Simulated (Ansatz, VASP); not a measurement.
## One calculation of TiB2, two programs

The input INCAR:

```
SYSTEM = TiB2
PREC = Accurate
ENCUT = 520
EDIFF = 1E-6
ISMEAR = -1
SIGMA = 0.05
LREAL = .FALSE.
LASPH = .TRUE.
NELM = 60
ALGO = Normal
ISIF = 2
LWAVE = .FALSE.
LCHARG = .FALSE.
GGA = CA
NBANDS = 16
```

Contents of KPOINTS:

```
regular mesh
0
G
  10 10 8
  0 0 0
```

File POSCAR:

```
TiB2
1.0
    2.9882598462      0.0000000000      0.0000000000
   -1.4941299231      2.5879089399      0.0000000000
    0.0000000000      0.0000000000      3.1847676243
Ti B
1 2
Direct
    0.0000000000      0.0000000000      0.0000000000
    0.6666666667      0.3333333333      0.5000000000
    0.3333333333      0.6666666667      0.5000000000
```

Contents of input.yaml:

```yaml
crystal:
  lattice:
    - [2.9882598462, 0.0, 0.0]
    - [-1.4941299231, 2.5879089399, 0.0]
    - [0.0, 0.0, 3.1847676243]
  atoms:
    - { symbol: Ti, position: [0.0, 0.0, 0.0] }
    - { symbol: B, position: [0.6666666667, 0.3333333333, 0.5] }
    - { symbol: B, position: [0.3333333333, 0.6666666667, 0.5] }
hamiltonian:
  xc: lda
  pseudopotentials: { kind: paw }
kpoints:
  mp_grid: { grid: [10, 10, 8] }
scf:
  occupations: { method: fermi_dirac, width: 0.05 }
output:
  forces: true
  stress: true
  eigenvalues: true
```

Alike in both runs: task single point; functional LDA; k mesh 10 × 10 × 8; occupations fermi-dirac, width 0.05 eV; no spin polarisation.

|  | VASP | Ansatz |
| --- | --- | --- |
| version | VASP 6.6.1 | Ansatz 0.2.0 |
| potentials or method | VASP PAW LDA potentials, release 64 (Ti_sv, B) | Ansatz PAW |
| plane-wave cutoff (eV) | 520 | 420 |
| valence electrons in the cell | 18 | 18 |

|  | VASP | Ansatz | Ansatz less VASP |
| --- | --- | --- | --- |
| gap on the k mesh at the Fermi level (eV) | none | none | - |
| pressure (GPa) | -0.1 | -0.7 | -0.58 |
| traceless stress, the component that is largest in VASP (GPa) | -2.26 | -2.25 | +0.008 |

LDA's correlation is that of Perdew and Zunger in VASP and of Perdew and Wang (1992) in Ansatz. A gap of «none» marks a metal or a gap that the smearing closes.
